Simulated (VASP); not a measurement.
In: single point with LDA

In:

```
In
1.0
    -1.88253    1.92018    1.88253
     1.88253   -1.92018    1.88253
     1.88253    1.92018   -1.88253
In
1
Cartesian
  0.0000 0.0000 0.0000
```

This cell differs from its parent crystal: strain +0.0200 x Voigt [0, 1, 0, 0, 0, 0].

```
Program                : VASP 6.6.1
Task                   : single point
Functional             : LDA
Potentials or basis    : VASP PAW LDA potentials, release 64 (In_d)
Cutoff                 : 520 eV
k mesh                 : 18 × 18 × 18
Occupations            : gaussian, width 0.15 eV
Spin                   : no spin polarisation
Dipole correction      : no
Further INCAR settings : ALGO = Fast; EDIFF = 1e-07; NBANDS = 12
```

| Item | Value |
| --- | --- |
| Pressure | -3.5 GPa |

Levels at points of the mesh, in eV from the Fermi level:
| k point | band 3 | band 4 | band 5 | band 6 | band 7 | band 8 | band 9 | band 10 |
| --- | --- | --- | --- | --- | --- | --- | --- | --- |
| (0.00, 0.00, 0.00) | -14.53 | -14.29 | -14.27 | -9.27 | 10.44 | 10.58 | 10.58 | 12.83 |
| (0.50, 0.00, 0.00) | -14.30 | -14.28 | -14.12 | -4.01 | -3.01 | 5.76 | 7.30 | 10.07 |
| (0.00, 0.50, 0.00) | -14.28 | -14.28 | -14.12 | -3.87 | -2.94 | 5.50 | 6.95 | 9.75 |
| (0.50, 0.50, 0.50) | -14.16 | -14.16 | -14.16 | 0.61 | 1.00 | 1.38 | 1.38 | 5.27 |

Wall time 38 s on 1 thread of Intel(R) Xeon(R) 6975P-C (Granite Rapids), on a shared host, peak memory 0.24 GiB.

Caveat: the cell differs from its parent crystal (strain +0.0200 x Voigt [0, 1, 0, 0, 0, 0]); spin-orbit coupling is left out, which moves the levels of the heavy elements.
